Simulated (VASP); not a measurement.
Runs of VASP 6.6.1 on P. The structure is that of space group Cmce (No. 64), or close to it. The cells are those of the table. 

```tsv
cell	gap on the mesh (eV)	pressure (GPa)	largest force (eV/Å)
a = 7.079, b = 7.079, c = 4.552 Å, angles 90.0, 90.0, 154.0°, 4 atoms	0.76	(c)	1.12
a = 7.287, b = 7.287, c = 4.686 Å, angles 90.0, 90.0, 154.0°, 4 atoms	0.87	(b)	0.27
a = 7.672, b = 7.672, c = 4.933 Å, angles 90.0, 90.0, 154.0°, 4 atoms	1.02	-4.6	0.82
a = 7.579, b = 7.579, c = 4.873 Å, angles 90.0, 90.0, 154.0°, 4 atoms	0.99	-3.5	0.60
a = 7.484, b = 7.484, c = 4.812 Å, angles 90.0, 90.0, 154.0°, 4 atoms	(a)	-2.1	0.36
```

Alike in all rows: task single point; level RPBE; potentials or basis VASP PAW PBE potentials, release 64 (P); no spin polarisation; k mesh 9 × 9 × 6; cutoff (eV) 520; smearing fermi-dirac 0.05 eV.

Fill in the values left out.

(a) 0.95; (b) 1.7; (c) 7.7.

Caveats: the PAW data sets were made with another functional, which shifts forces and pressure a little; an odd mesh through Γ misses points on the zone boundary, where band edges can lie; the cell stands under tension (at least some runs); the cell stands under pressure (at least some runs).
